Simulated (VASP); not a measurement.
# ZnO (P6_3mc) in VASP: a series of runs, part 2 of 3

VASP 6.6.1.

### Step 5. Single point, PBEsol (c/a of the conventional cell at fixed volume 1.5281)

INCAR reads:

```
SYSTEM = ZnO
PREC = Accurate
ENCUT = 910
EDIFF = 1E-6
ISMEAR = 0
SIGMA = 0.05
LREAL = .False.
LASPH = .True.
NELM = 120
ALGO = Normal
ISIF = 2
LWAVE = .False.
LCHARG = .True.
GGA = PS
LELF = .True.
LVHAR = .True.
NBANDS = 26
GGA_COMPAT = .False.
```

KPOINTS reads:

```
Automatic mesh
0
Gamma
  9 9 6
  0 0 0
```

POSCAR reads:

```
ZnO
1.0
    3.2905078253      0.0000000000      0.0000000000
   -1.6452539126      2.8496633681      0.0000000000
    0.0000000000      0.0000000000      5.0282250078
Zn O
2 2
Direct
    0.3333333333      0.6666666667      0.0015754469
    0.6666666667      0.3333333333      0.5015754469
    0.3333333333      0.6666666667      0.3352736727
    0.6666666667      0.3333333333      0.8352736727
```

Potentials or basis: VASP PAW PBE potentials, release 64 (Zn, O_h).

Run with:

```console
$ cat potpaw_PBE.64/Zn/POTCAR potpaw_PBE.64/O_h/POTCAR > POTCAR
$ mpirun -np 1 vasp_std > vasp.out
```

OUTCAR:

```text
SYSTEM = ZnO
   PREC = Accurate
   ENCUT = 910
   EDIFF = 1E-6
   ISMEAR = 0
   LREAL = .False.
   LASPH = .True.
   NELM = 120
   ISIF = 2
   GGA = PS

 ion  position               nearest neighbor table
   1  0.333  0.667  0.002-   3 1.68   4 2.08   4 2.08   4 2.08
   2  0.667  0.333  0.502-   4 1.68   3 2.08   3 2.08   3 2.08
   3  0.333  0.667  0.335-   1 1.68   2 2.08   2 2.08   2 2.08
   4  0.667  0.333  0.835-   2 1.68   1 2.08   1 2.08   1 2.08

  LATTYP: Found a hexagonal cell.
 ALAT       =     3.2905078253
 C/A-ratio  =     1.5281000000

  Lattice vectors:

 A1 = (   3.2905078253,   0.0000000000,   0.0000000000)
 A2 = (  -1.6452539126,   2.8496633681,   0.0000000000)
 A3 = (   0.0000000000,   0.0000000000,   5.0282250078)

Analysis of symmetry for initial positions (statically):
=====================================================================
 Subroutine PRICEL returns:
 Original cell was already a primitive cell.

 Routine SETGRP: Setting up the symmetry group for a
 hexagonal supercell.

 Subroutine GETGRP returns: Found 12 space group operations
 (whereof  6 operations were pure point group operations)
 out of a pool of 24 trial point group operations.

The static configuration has the point symmetry C_3v.
 The point group associated with its full space group is C_6v.

Analysis of symmetry for dynamics (positions and initial velocities):
=====================================================================
 Subroutine PRICEL returns:
 Original cell was already a primitive cell.

 Routine SETGRP: Setting up the symmetry group for a
 hexagonal supercell.

 Subroutine GETGRP returns: Found 12 space group operations
 (whereof  6 operations were pure point group operations)
 out of a pool of 24 trial point group operations.

The dynamic configuration has the point symmetry C_3v.
 The point group associated with its full space group is C_6v.

 Subroutine INISYM returns: Found 12 space group operations
 (whereof  6 operations are pure point group operations),
 and found     1 'primitive' translations

----------------------------------------------------------------------------------------

                                     Primitive cell

  volume of cell :      47.1489

  direct lattice vectors                    reciprocal lattice vectors
     3.290507825  0.000000000  0.000000000     0.303904459  0.175459321  0.000000000
    -1.645253913  2.849663368  0.000000000     0.000000000  0.350918642  0.000000000
     0.000000000  0.000000000  5.028225008     0.000000000  0.000000000  0.198877337

  length of vectors
     3.290507825  3.290507825  5.028225008     0.350918642  0.350918642  0.198877337

  position of ions in fractional coordinates (direct lattice)
     0.333333333  0.666666667  0.001575447
     0.666666667  0.333333333  0.501575447
     0.333333333  0.666666667  0.335273673
     0.666666667  0.333333333  0.835273673

  ion indices of the primitive-cell ions
   primitive index   ion index
                 1           1
                 2           2
                 3           3
                 4           4

----------------------------------------------------------------------------------------

 KPOINTS: Automatic mesh

Automatic generation of k-mesh.
 Grid dimensions read from file:
 generate k-points for:    9    9    6

 Generating k-lattice:

  Cartesian coordinates                     Fractional coordinates (reciprocal lattice)
     0.033767162  0.019495480  0.000000000     0.111111111  0.000000000  0.000000000
     0.000000000  0.038990960  0.000000000     0.000000000  0.111111111  0.000000000
     0.000000000  0.000000000  0.033146223     0.000000000  0.000000000  0.166666667

  Length of vectors
     0.038990960  0.038990960  0.033146223

  Shift w.r.t. Gamma in fractional coordinates (k-lattice)
     0.000000000  0.000000000  0.000000000

 Subroutine IBZKPT returns following result:
 ===========================================

 Found     48 irreducible k-points:

 Following reciprocal coordinates:
            Coordinates               Weight
  0.000000  0.000000  0.000000      1.000000
  0.111111 -0.000000  0.000000      6.000000
  0.222222 -0.000000  0.000000      6.000000
  0.333333 -0.000000  0.000000      6.000000
  0.444444 -0.000000  0.000000      6.000000
  0.111111  0.111111  0.000000      6.000000
[... 16 lines left out ...]
  0.333333  0.222222  0.166667     24.000000
  0.333333  0.333333  0.166667      4.000000
 [... further k-points ...]
   k-points           NKPTS =     48   k-points in BZ     NKDIM =     48   number of bands    NBANDS=     26
   number of dos      NEDOS =    301   number of ions     NIONS =      4
   total plane-waves  NPLWV =  51200
   dimension x,y,z NGX =    32 NGY =   32 NGZ =   50
   dimension x,y,z NGXF=    64 NGYF=   64 NGZF=  100
   ions per type =               2   2
   NGX,Y,Z   is equivalent  to a cutoff of  16.17, 16.17, 16.53 a.u.
   NGXF,Y,Z  is equivalent  to a cutoff of  32.33, 32.33, 33.06 a.u.
 SYSTEM =  ZnO
   PREC   = accura    normal or accurate (medium, high low for compatibility)
   ISTART =      0    job   : 0-new  1-cont  2-samecut
   ICHARG =      2    charge: 1-file 2-atom 10-const
   ISPIN  =      1    spin polarized calculation?
   LNONCOLLINEAR =      F non collinear calculations
   LSORBIT =      F    spin-orbit coupling
   LASPH  =      T    aspherical Exc in radial PAW
   ENCUT  =  910.0 eV  66.88 Ry    8.18 a.u.   8.09  8.09 12.37*2*pi/ulx,y,z
   NELM   =    120;   NELMIN=  2; NELMDL= -5     # of ELM steps
   EDIFF  = 0.1E-05   stopping-criterion for ELM
   LREAL  =      F    real-space projection
   EDIFFG = 0.1E-04   stopping-criterion for IOM
   NSW    =      0    number of steps for IOM
   IBRION =     -1    ionic relax: 0-MD 1-quasi-New 2-CG
   NFREE  =      0    steps in history (QN), initial steepest desc. (CG)
   ISIF   =      2    stress and relaxation
   ISYM   =      2    0-nonsym 1-usesym 2-fastsym
   POTIM  = 0.5000    time-step for ionic-motion
   TEBEG  =    0.0;   TEEND  =   0.0 temperature during run
   PSTRESS=    0.0 pullay stress
   NELECT =      36.0000    total number of electrons
   NUPDOWN=      -1.0000    fix difference up-down
   EMIN   =  10.00;   EMAX   =-10.00  energy-range for DOS
   EFERMI =   0.00;   METHOD = LEGACY
   ISMEAR =     0;   SIGMA  =   0.05  broadening in eV -4-tet -1-fermi 0-gaus
   EFERMI_NEDOS =   21; number of points for ismear=-14 and -15
   IALGO  =     38    algorithm
   IMIX   =      4    mixing-type and parameters
     AMIX     =   0.40;   BMIX     =  1.00
     AMIX_MAG =   1.60;   BMIX_MAG =  1.00
  volume/ion in A,a.u.               =      11.79        79.54
  Fermi-wavevector in a.u.,A,eV,Ry     =   1.496300  2.827597 30.462260  2.238913
  Thomas-Fermi vector in A             =   2.608334
   LORBIT       =      0    0 simple, 1 ext, 2 COOP (PROOUT), +10 PAW based schemes
   GGA     = PS    functional components
   LHFCALC =     F    Hartree Fock is set to
   AEXX    =    0.0000 exact exchange contribution
   IVDW    =     0    specifies the selected vdW correction
   LEPSILON=     F    determine dielectric tensor
   LRPA    =     F    only Hartree local field effects (RPA)
 non-spin polarized calculation
 Gauss-broadening in eV      SIGMA  =   0.05
  energy-cutoff  :      910.00
  volume of cell :       47.15
 maximum number of plane-waves:      2956
   NGX = 17   NGY = 17   NGZ = 25

 number of electron      35.9999992 magnetization

 Free energy of the ion-electron system (eV)
  ---------------------------------------------------
  ext. energy  EPLUGINS =         0.00000000
  ---------------------------------------------------
  free energy    TOTEN  =       -18.23121842 eV

  energy without entropy =      -18.23121842  energy(sigma->0) =      -18.23121842

 E-fermi :   1.8201     XC(G=0): -11.2167

 val. band max:        1.5215399476   @ k =   0.1111  -0.0000   0.0000
 cond. band min:       2.4157247675   @ k =   0.0000   0.0000   0.0000
 fundamental gap:      0.8941848199
 Fermi energy:         1.8200742857

 k-point     1 :       0.0000    0.0000    0.0000
  band No.  band energies     occupation
      1     -16.9039      2.00000
      2     -16.0525      2.00000
      3      -4.9956      2.00000
      4      -4.5808      2.00000
      5      -4.3402      2.00000
      6      -4.3402      2.00000
[... 18 lines left out ...]
     25      15.4515      0.00000
     26      17.2298      0.00000
[... 644 lines left out ...]
      4      -4.6226      2.00000
      5      -4.6226      2.00000
      6      -4.0096      2.00000
[... 18 lines left out ...]
     25      14.8700      0.00000
     26      16.1809      0.00000

 [... further k-points ...]
[... 5 lines left out ...]
  --------------------------------------------------------------------------------------
  -------------------------------------------------------------------------------------
  Total       -2.3888882     -2.3888882     16.9749060     -0.0000000      0.0000000      0.0000000
  in kB      -81.1774150    -81.1774150    576.8285770     -0.0000000      0.0000000      0.0000000
  external PRESSURE =     138.1579157 kB  Pullay stress =       0.0000000 kB

 VOLUME and BASIS-vectors are now :
 -----------------------------------------------------------------------------
  energy-cutoff  :      910.00
  volume of cell :       47.15
      direct lattice vectors                 reciprocal lattice vectors
     3.290507825  0.000000000  0.000000000     0.303904459  0.175459321  0.000000000
    -1.645253913  2.849663368  0.000000000     0.000000000  0.350918642  0.000000000
     0.000000000  0.000000000  5.028225008     0.000000000  0.000000000  0.198877337

 POSITION                                       TOTAL-FORCE (eV/Angst)
 -----------------------------------------------------------------------------------
     -0.00000      1.89978      0.00792         0.000000     -0.000000     -5.238439
      1.64525      0.94989      2.52203        -0.000000      0.000000     -5.238439
     -0.00000      1.89978      1.68583         0.000000      0.000000      5.238439
      1.64525      0.94989      4.19994         0.000000     -0.000000      5.238439
 -----------------------------------------------------------------------------------
    total drift:                               -0.000001     -0.000000      0.001558

  FREE ENERGIE OF THE ION-ELECTRON SYSTEM (eV)
  ---------------------------------------------------
  free  energy   TOTEN  =       -18.2312184189 eV

  energy  without entropy=      -18.2312184189  energy(sigma->0) =      -18.23121842
```

OSZICAR:

```text
N       E                     dE             d eps       ncg     rms          rms(c)
DAV:   1     0.393334335571E+03    0.39333E+03   -0.25033E+04  2536   0.294E+03
DAV:   2     0.457150539083E+02   -0.34762E+03   -0.32522E+03  2656   0.551E+02
DAV:   3    -0.181294105210E+02   -0.63844E+02   -0.61525E+02  2870   0.191E+02
DAV:   4    -0.213090455754E+02   -0.31796E+01   -0.31564E+01  2770   0.473E+01
DAV:   5    -0.213393855685E+02   -0.30340E-01   -0.30325E-01  2750   0.463E+00    0.183E+01
DAV:   6    -0.181150031674E+02    0.32244E+01   -0.60504E+00  4258   0.644E+01    0.114E+01
DAV:   7    -0.182870988964E+02   -0.17210E+00   -0.27134E+00  3054   0.166E+01    0.657E+00
DAV:   8    -0.182739473749E+02    0.13152E-01   -0.54325E-01  3296   0.638E+00    0.183E+00
DAV:   9    -0.182296946632E+02    0.44253E-01   -0.74790E-02  3544   0.501E+00    0.441E-01
DAV:  10    -0.182311346879E+02   -0.14400E-02   -0.39201E-02  2540   0.152E+00    0.108E-01
DAV:  11    -0.182312149394E+02   -0.80251E-04   -0.81707E-04  3084   0.358E-01    0.376E-02
DAV:  12    -0.182312226101E+02   -0.76708E-05   -0.18083E-04  2882   0.285E-01    0.215E-02
DAV:  13    -0.182312220613E+02    0.54881E-06   -0.14210E-05  3250   0.928E-02    0.189E-02
DAV:  14    -0.182312183682E+02    0.36931E-05   -0.84880E-06  2952   0.285E-02    0.379E-03
DAV:  15    -0.182312184189E+02   -0.50689E-07   -0.42058E-07  1338   0.647E-03
   1 F= -.18231218E+02 E0= -.18231218E+02  d E =-.115419E-18
```

Wall time 57 s (1 thread of Intel Xeon 6975P-C (Granite Rapids), shared host); peak memory 0.28 GiB.

What came out:

```
Free energy            : -18.2312 eV
Pressure               : 13.8 GPa
Largest force          : 5.238 eV/Å
Band gap on the k mesh : 0.89 eV, indirect (least direct gap 0.91 eV)
```

Forces in eV/Å, atoms in the order of the input:
```
Zn   0.000  0.000 -5.238
Zn   0.000  0.000 -5.238
O    0.000  0.000  5.238
O    0.000  0.000  5.238
```

Levels at points of the mesh, in eV from the valence-band top:
```tsv
k point	band 16	band 17	band 18	band 19	band 20	band 21
(0.00, 0.00, 0.00)	-0.09	-0.09	-0.01	0.89	5.16	8.86
(0.00, 0.00, 0.50)	-0.78	-0.78	-0.78	3.39	3.39	10.94
```

Caveat: the cutoff is under 1.25 times the usual one of these potentials, so pressure, stress and relaxed cells hold a basis-set (Pulay) error; the PAW data sets were made with another functional, which shifts forces and pressure a little. A k mesh can miss the band edges.

(Part 2 of 3 ends here.)
